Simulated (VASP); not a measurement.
# LiF (Fm-3m) in VASP: vibrations by perturbation theory with PBE

Aim: the vibrations by perturbation theory of LiF with PBE.

All numbers are computed with VASP 6.6.1; they aren't measurements. Logs are shortened: lines on timing, memory, paths and dates and some standing lists are left out, and cuts for length are marked.

**1. The cell of the first run**

Symmetry: Fm-3m, No. 225, cubic system. The conventional cell has a = 4.068 Å, b = 4.068 Å, c = 4.068 Å, α = 90.00°, β = 90.00°, γ = 90.00°. Within 2.7 Å of Li (site symmetry m-3m) lie 6 F at 2.03 Å. F (site symmetry m-3m) has 6 Li at 2.03 Å within 2.7 Å.

**2. Vibrations by perturbation theory, PBE**

Contents of INCAR:

```
SYSTEM = LiF
  PREC = Accurate
  ENCUT = 520
  EDIFF = 1E-8
  ISMEAR = 0
  SIGMA = 0.01
  LREAL = .FALSE.
  LASPH = .TRUE.
  NELM = 100
  ALGO = Normal
  ISIF = 2
  LWAVE = .FALSE.
  LCHARG = .TRUE.
  GGA = PE
  IBRION = 8
  NSW = 1
  LEPSILON = .TRUE.
```

Contents of KPOINTS:

```
regular mesh
0
G
  12 12 12
  0 0 0
```

Contents of POSCAR:

```
LiF
1.0
    0.0000000000      2.0340085237      2.0340085237
    2.0340085237      0.0000000000      2.0340085237
    2.0340085237      2.0340085237      0.0000000000
Li F
1 1
Direct
    0.5000000000      0.5000000000      0.5000000000
    0.0000000000      0.0000000000      0.0000000000
```

Potentials or basis: VASP PAW PBE potentials, release 64 (Li_sv, F).

Command:

```bash
$ cat potpaw_PBE.64/Li_sv/POTCAR potpaw_PBE.64/F/POTCAR > POTCAR
$ mpirun -np 1 vasp_std > vasp.out
```

OUTCAR:

```text
SYSTEM = LiF
   PREC = Accurate
   ENCUT = 520
   EDIFF = 1E-8
   ISMEAR = 0
   LREAL = .FALSE.
   LASPH = .TRUE.
   NELM = 100
   ISIF = 2
   GGA = PE
   IBRION = 8
   NSW = 1
   LEPSILON = .TRUE.

 ion  position               nearest neighbor table
   1  0.500  0.500  0.500-   2 2.03   2 2.03   2 2.03   2 2.03   2 2.03   2 2.03
   2  0.000  0.000  0.000-   1 2.03   1 2.03   1 2.03   1 2.03   1 2.03   1 2.03

  LATTYP: Found a face centered cubic cell.
 ALAT       =     4.0680170474

  Lattice vectors:

 A1 = (   0.0000000000,   2.0340085237,   2.0340085237)
 A2 = (   2.0340085237,   0.0000000000,   2.0340085237)
 A3 = (   2.0340085237,   2.0340085237,   0.0000000000)

Analysis of symmetry for initial positions (statically):
=====================================================================
 Subroutine PRICEL returns:
 Original cell was already a primitive cell.

 Routine SETGRP: Setting up the symmetry group for a
 face centered cubic supercell.

 Subroutine GETGRP returns: Found 48 space group operations
 (whereof 48 operations were pure point group operations)
 out of a pool of 48 trial point group operations.

The static configuration has the point symmetry O_h .

Analysis of symmetry for dynamics (positions and initial velocities):
=====================================================================
 Subroutine PRICEL returns:
 Original cell was already a primitive cell.

 Routine SETGRP: Setting up the symmetry group for a
 face centered cubic supercell.

 Subroutine GETGRP returns: Found 48 space group operations
 (whereof 48 operations were pure point group operations)
 out of a pool of 48 trial point group operations.

The dynamic configuration has the point symmetry O_h .

 Subroutine INISYM returns: Found 48 space group operations
 (whereof 48 operations are pure point group operations),
 and found     1 'primitive' translations

----------------------------------------------------------------------------------------

                                     Primitive cell

  volume of cell :      16.8302

  direct lattice vectors                    reciprocal lattice vectors
     0.000000000  2.034008524  2.034008524    -0.245820012  0.245820012  0.245820012
     2.034008524  0.000000000  2.034008524     0.245820012 -0.245820012  0.245820012
     2.034008524  2.034008524  0.000000000     0.245820012  0.245820012 -0.245820012

  length of vectors
     2.876522440  2.876522440  2.876522440     0.425772751  0.425772751  0.425772751

  position of ions in fractional coordinates (direct lattice)
     0.500000000  0.500000000  0.500000000
     0.000000000  0.000000000  0.000000000

  ion indices of the primitive-cell ions
   primitive index   ion index
                 1           1
                 2           2

----------------------------------------------------------------------------------------

 KPOINTS: regular mesh

Automatic generation of k-mesh.
 Grid dimensions read from file:
 generate k-points for:   12   12   12

 Generating k-lattice:

  Cartesian coordinates                     Fractional coordinates (reciprocal lattice)
    -0.020485001  0.020485001  0.020485001     0.083333333  0.000000000  0.000000000
     0.020485001 -0.020485001  0.020485001     0.000000000  0.083333333  0.000000000
     0.020485001  0.020485001 -0.020485001     0.000000000  0.000000000  0.083333333

  Length of vectors
     0.035481063  0.035481063  0.035481063

  Shift w.r.t. Gamma in fractional coordinates (k-lattice)
     0.000000000  0.000000000  0.000000000

 Subroutine IBZKPT returns following result:
 ===========================================

 Found     72 irreducible k-points:
[... 398 lines left out ...]
  energy-cutoff  :      520.00
  volume of cell :       16.83
      direct lattice vectors                 reciprocal lattice vectors
     0.000000000  2.034008524  2.034008524    -0.245820012  0.245820012  0.245820012
     2.034008524  0.000000000  2.034008524     0.245820012 -0.245820012  0.245820012
     2.034008524  2.034008524  0.000000000     0.245820012  0.245820012 -0.245820012

 POSITION                                       TOTAL-FORCE (eV/Angst)
 -----------------------------------------------------------------------------------
      2.03401      2.03401      2.03401         0.000000      0.000000     -0.000000
      0.00000      0.00000      0.00000        -0.000000     -0.000000      0.000000
 -----------------------------------------------------------------------------------
    total drift:                                0.000000     -0.000000     -0.000000

  FREE ENERGIE OF THE ION-ELECTRON SYSTEM (eV)
  ---------------------------------------------------
  free  energy   TOTEN  =        -9.6409033917 eV

  energy  without entropy=       -9.6409033917  energy(sigma->0) =       -9.64090339

 HEAD OF MICROSCOPIC STATIC DIELECTRIC TENSOR (INDEPENDENT PARTICLE, excluding Hartree and local field effects)
 ------------------------------------------------------
           2.068548     0.000000     0.000000
           0.000000     2.068548     0.000000
          -0.000000     0.000000     2.068548
 ------------------------------------------------------

 Free energy of the ion-electron system (eV)
  ---------------------------------------------------
  ---------------------------------------------------
  free energy    TOTEN  =        -0.05383474 eV

  energy without entropy =       -0.05383474

------------------------ aborting loop because EDIFF is reached ----------------------------------------

--------------------------------------- Ionic step        2  -------------------------------------------

------------------------ aborting loop because EDIFF is reached ----------------------------------------

--------------------------------------- Ionic step        3  -------------------------------------------

------------------------ aborting loop because EDIFF is reached ----------------------------------------

 PIEZOELECTRIC TENSOR FIELD DIRECTION 3  (e Angst)
 -----------------------------------------------------------------------------
    -0.00018  0.00000 -0.00000           ( -0.00001  0.00000 -0.00000)
     0.00000 -0.00018  0.00000           (  0.00000 -0.00001  0.00000)
    -0.00000 -0.00000 -0.00008           ( -0.00000  0.00000 -0.00001)

 PIEZOELECTRIC TENSOR FIELD DIRECTION 3  (C/m^2)
 -----------------------------------------------------------------------------
    -0.00018  0.00000 -0.00000
     0.00000 -0.00018  0.00000
    -0.00000 -0.00000 -0.00007

--------------------------------------- Ionic step        4  -------------------------------------------

------------------------ aborting loop because EDIFF is reached ----------------------------------------

[... ionic steps 5 to 6 ...]

--------------------------------------- Ionic step        7  -------------------------------------------

 Free energy of the ion-electron system (eV)
  ---------------------------------------------------
  ---------------------------------------------------
  free energy    TOTEN  =        -0.52284216 eV

  energy without entropy =       -0.52284216

------------------------ aborting loop because EDIFF is reached ----------------------------------------

 INTERNAL STRAIN TENSOR  FOR ION    2  DIRECTION 1   (eV/Angst):
 -----------------------------------------------------------------------------
     0.00576 -0.00000  0.00000
     0.00000  0.00493 -0.00000
    -0.00000 -0.00000  0.00493

 MACROSCOPIC STATIC DIELECTRIC TENSOR (including local field effects in DFT)
 ------------------------------------------------------
           2.048204    -0.000000     0.000000
          -0.000000     2.048204     0.000000
           0.000000    -0.000000     2.048204
 ------------------------------------------------------

 PIEZOELECTRIC TENSOR (including local field effects)  for field in x, y, z        (e  Angst)
          XX          YY          ZZ          XY          YZ          ZX
  --------------------------------------------------------------------------------
  x     0.00000     0.00000     0.00000     0.00000     0.00000     0.00000
  y     0.00000     0.00000     0.00000     0.00000     0.00000     0.00000
  z     0.00000     0.00000     0.00000     0.00000     0.00000     0.00000

 PIEZOELECTRIC TENSOR (including local field effects)  for field in x, y, z        (C/m^2)
          XX          YY          ZZ          XY          YZ          ZX
  --------------------------------------------------------------------------------
  x     0.00000     0.00000     0.00000     0.00000     0.00000     0.00000
  y     0.00000     0.00000     0.00000     0.00000     0.00000     0.00000
  z     0.00000     0.00000     0.00000     0.00000     0.00000     0.00000

 BORN EFFECTIVE CHARGES (including local field effects) (in |e|, cummulative output)
 ---------------------------------------------------------------------------------
 ion    1
    1     1.05360     0.00000     0.00000
    2    -0.00000     1.05360     0.00000
    3     0.00000     0.00000     1.05360
 ion    2
    1    -1.05360    -0.00000     0.00000
    2     0.00000    -1.05360     0.00000
    3     0.00000     0.00000    -1.05360

 INTERNAL STRAIN TENSOR FOR ION    2 for displacements in x,y,z  (eV/Angst):
          X           Y           Z          XY          YZ          ZX
  --------------------------------------------------------------------------------
  x     0.00000     0.00000     0.00000     0.00000     0.00000     0.00000
  y     0.00000     0.00000     0.00000     0.00000     0.00000     0.00000
  z     0.00000     0.00000     0.00000     0.00000     0.00000     0.00000

 SECOND DERIVATIVES (NOT SYMMETRIZED)
 ------------------------------------
               1X          1Y          1Z          2X          2Y          2Z
  1X    -1.401920    0.000000    0.000000    1.401920    0.000000    0.000000
  1Y     0.000000   -1.401920    0.000000    0.000000    1.401920    0.000000
  1Z     0.000000    0.000000   -1.401920    0.000000    0.000000    1.401920
  2X     1.378300    0.000000    0.000000   -1.378300    0.000000    0.000000
  2Y     0.000000    1.378300    0.000000    0.000000   -1.378300    0.000000
  2Z     0.000000    0.000000    1.378300    0.000000    0.000000   -1.378300

 Eigenvectors and eigenvalues of the dynamical matrix
 ----------------------------------------------------

   1 f  =    8.161456 THz    51.279938 2PiTHz  272.236854 cm-1    33.753053 meV
             X         Y         Z           dx          dy          dz
      2.034009  2.034009  2.034009     0.000000   -0.856617    0.000000
      0.000000  0.000000  0.000000    -0.000000    0.515952    0.000000
[... 21 lines left out ...]
   6 f/i=    0.030646 THz     0.192552 2PiTHz    1.022226 cm-1     0.126740 meV
             X         Y         Z           dx          dy          dz
      2.034009  2.034009  2.034009    -0.350770    0.378373   -0.001173
      0.000000  0.000000  0.000000    -0.582371    0.628199   -0.001947

--------------------------------------------------------------------------------------------------------

 MACROSCOPIC STATIC DIELECTRIC TENSOR IONIC CONTRIBUTION
 ------------------------------------------------------
           8.585520    -0.000000    -0.000000
          -0.000000     8.585520    -0.000000
          -0.000000    -0.000000     8.585520
 ------------------------------------------------------

 ELASTIC MODULI CONTR FROM IONIC RELAXATION (kBar)
 Direction    XX          YY          ZZ          XY          YZ          ZX
 --------------------------------------------------------------------------------
 XX           0.0000      0.0000      0.0000      0.0000      0.0000      0.0000
 YY           0.0000      0.0000      0.0000      0.0000      0.0000      0.0000
 ZZ           0.0000      0.0000      0.0000      0.0000      0.0000      0.0000
 XY           0.0000      0.0000      0.0000      0.0000      0.0000      0.0000
 YZ           0.0000      0.0000      0.0000      0.0000      0.0000      0.0000
 ZX           0.0000      0.0000      0.0000      0.0000      0.0000      0.0000
 --------------------------------------------------------------------------------

 PIEZOELECTRIC TENSOR IONIC CONTR  for field in x, y, z        (C/m^2)
          XX          YY          ZZ          XY          YZ          ZX
  --------------------------------------------------------------------------------
  x     0.00000     0.00000     0.00000     0.00000     0.00000     0.00000
  y     0.00000     0.00000     0.00000     0.00000     0.00000     0.00000
  z     0.00000     0.00000     0.00000     0.00000     0.00000     0.00000
```

It took 3.9 min on 1 thread of Intel Xeon Platinum 8488C (Sapphire Rapids), shared host; peak memory 0.19 GiB.

What came out:

```
Electronic dielectric tensor (diagonal)                 : 2.05
Born charges (mean of the diagonal)                     : Li +1.05; F -1.05 e
Highest phonon frequency at Γ, LO-TO splitting left out : 272 cm⁻¹
```

Phonon frequencies in cm⁻¹ (negative: imaginary):
| q point | frequencies |
| --- | --- |
| (0.000, 0.000, 0.000) | -1 -1 -1 272 272 272 |

Electronic dielectric tensor:
```
2.05 0.00 0.00
0.00 2.05 0.00
0.00 0.00 2.05
```

Born effective charge tensors (e):
atom 1, Li
```
1.05 0.00 0.00
0.00 1.05 0.00
0.00 0.00 1.05
```
atom 2, F
```
-1.05  0.00  0.00
 0.00 -1.05  0.00
 0.00  0.00 -1.05
```
